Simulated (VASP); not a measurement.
Wanted: the native input for a VASP 6.6.1 run.

```
Task                   : single point
Functional             : PBE
Potentials or basis    : VASP PAW PBE potentials, release 64 (Bi_d, Te)
Cutoff                 : 520 eV
k mesh                 : 9 × 9 × 1
Occupations            : gaussian, width 0.1 eV
Spin                   : no spin polarisation
Dipole correction      : yes
Further INCAR settings : ALGO = Normal; EDIFF = 1e-06; NBANDS = 59
```

The structure of Bi2Te3 lies in POSCAR:

```
Bi2Te3
1.0
    4.4688131177      0.0000000000      0.0000000000
   -2.2344065589      3.8701056847      0.0000000000
    0.0000000000      0.0000000000     39.4659178032
Bi Te
4 6
Direct
    0.6666666667      0.3333333333      0.2787215048
    0.0000000000      0.0000000000      0.4715271884
    0.3333333333      0.6666666667      0.5284728116
    0.6666666667      0.3333333333      0.7212784952
    0.0000000000      0.0000000000      0.3241170072
    0.3333333333      0.6666666667      0.3751247239
    0.6666666667      0.3333333333      0.4261314194
    0.6666666667      0.3333333333      0.5738683139
    0.0000000000      0.0000000000      0.6248760306
    0.3333333333      0.6666666667      0.6758827261
```

These files were run (other wordings do the same):

INCAR

```
ALGO = Normal
DIPOL = 0.5 0.5 0.500
EDIFF = 1E-6
ENCUT = 520
GGA = PE
IDIPOL = 3
ISIF = 2
ISMEAR = 0
LASPH = True
LCHARG = False
LDIPOL = True
LREAL = False
LWAVE = False
NBANDS = 59
NELM = 60
PREC = Accurate
SIGMA = 0.1
```

KPOINTS

```
k-points
0
Gamma
  9 9 1
```

Potentials or basis: VASP PAW PBE potentials, release 64 (Bi_d, Te).

Run with:

```console
$ cat potpaw_PBE.64/Bi_d/POTCAR potpaw_PBE.64/Te/POTCAR > POTCAR
$ mpirun -np 1 vasp_std > vasp.out
```

Results of the run:

| Quantity | Value |
| --- | --- |
| Largest force | 0.336 eV/Å |
| Band gap on the k mesh | zero (bands 48 and 49 overlap by 0.13 eV) |

Caveat: spin-orbit coupling is left out, which moves the levels of the heavy elements.

Run time: 15 min on 1 thread of Intel(R) Xeon(R) 6975P-C (Granite Rapids), with other jobs on the host, peak memory 0.92 GiB.
